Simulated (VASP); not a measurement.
A run of VASP 6.6.1 is set up as follows.

The input INCAR:

```
SYSTEM = TiB2
PREC = Accurate
ENCUT = 520
EDIFF = 1E-6
ISMEAR = 0
SIGMA = 0.1
LREAL = .FALSE.
LASPH = .TRUE.
NELM = 60
ALGO = Normal
ISIF = 2
LWAVE = .FALSE.
LCHARG = .FALSE.
GGA = PS
NBANDS = 16
```

File KPOINTS:

```
regular mesh
0
G
  6 6 6
  0 0 0
```

POSCAR

```
TiB2
1.0
    3.0292000000      0.0000000000      0.0000000000
   -1.5146000000      2.6233641531      0.0000000000
    0.0000000000      0.0000000000      3.2284000000
Ti B
1 2
Direct
    0.0000000000      0.0000000000      0.0000000000
    0.3333333333      0.6666666667      0.5000000000
    0.6666666667      0.3333333333      0.5000000000
```

Potentials or basis: VASP PAW PBE potentials, release 64 (Ti_sv, B).

Run with:

```console
$ cat potpaw_PBE.64/Ti_sv/POTCAR potpaw_PBE.64/B/POTCAR > POTCAR
$ mpirun -np 1 vasp_std > vasp.out
```

(1) Estimate the pressure.

(2) Estimate the band gap on the k mesh.

Answers

(1) -4.5 GPa.

(2) zero (band 9 reaches 10.08 eV, above the bottom of band 10 at 9.68 eV).

Caveat: the k points lie up to 0.40 Å⁻¹ apart; the PAW data sets were made with another functional, which shifts forces and pressure a little.
